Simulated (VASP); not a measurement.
Write the native input for VASP 6.6.1 that does the following.

```yaml
Task: single point
Functional: PBEsol
Potentials_or_basis: VASP PAW PBE potentials, release 64 (Co)
Cutoff: 520 eV
k_mesh: 11 × 11 × 15
Occupations: fermi-dirac, width 0.05 eV
Spin: collinear spin, ferromagnetic start
Starting_moments: "[1.657, 1.698, 1.698] μB"
Dipole_correction: no
Further_INCAR_settings: ALGO = Normal; EDIFF = 1e-06; NBANDS = 24
```

The structure of Co lies in POSCAR:

```
Co
1.0
    4.0037314999      0.0000000000      0.0000000000
   -2.0018657500      3.4673331888      0.0000000000
    0.0000000000      0.0000000000      2.4665605098
Co
3
Direct
    0.0000000000      1.0000000000      0.0000000000
    0.3333333333      0.6666666667      0.5000000000
    0.6666666667      0.3333333333      0.5000000000
```

This cell differs from its parent crystal: volume scaled by 1.08.

These files were run (other wordings do the same):

INCAR

```
  ALGO = Normal
  EDIFF = 1E-6
  ENCUT = 520
  GGA = PS
  ISIF = 2
  ISMEAR = -1
  ISPIN = 2
  LASPH = T
  LCHARG = F
  LMAXMIX = 4
  LORBIT = 11
  LREAL = F
  LWAVE = F
  MAGMOM = 1.657 1.698 1.698
  NBANDS = 24
  NELM = 150
  PREC = Accurate
  SIGMA = 0.05
```

KPOINTS

```
k-points
0
Gamma
  11 11 15
```

Potentials or basis: VASP PAW PBE potentials, release 64 (Co).

Launch:

```bash
$ cat potpaw_PBE.64/Co/POTCAR > POTCAR
$ mpirun -np 1 vasp_std > vasp.out
```

Results of the run:

- Pressure: -15.8 GPa
- Band gap on the k mesh: zero (filled and empty bands overlap)
- Net moment: 5.00 μB per cell
- Site moments: Co +1.66, +1.70 μB
- Valence electrons inside the program's atomic spheres: Co 8.13, 8.23

Caveat: the PAW data sets were made with another functional, which shifts forces and pressure a little.

It took 2.5 min on 1 thread of Intel(R) Xeon(R) 6975P-C (Granite Rapids), on a shared host, peak memory 0.25 GiB.
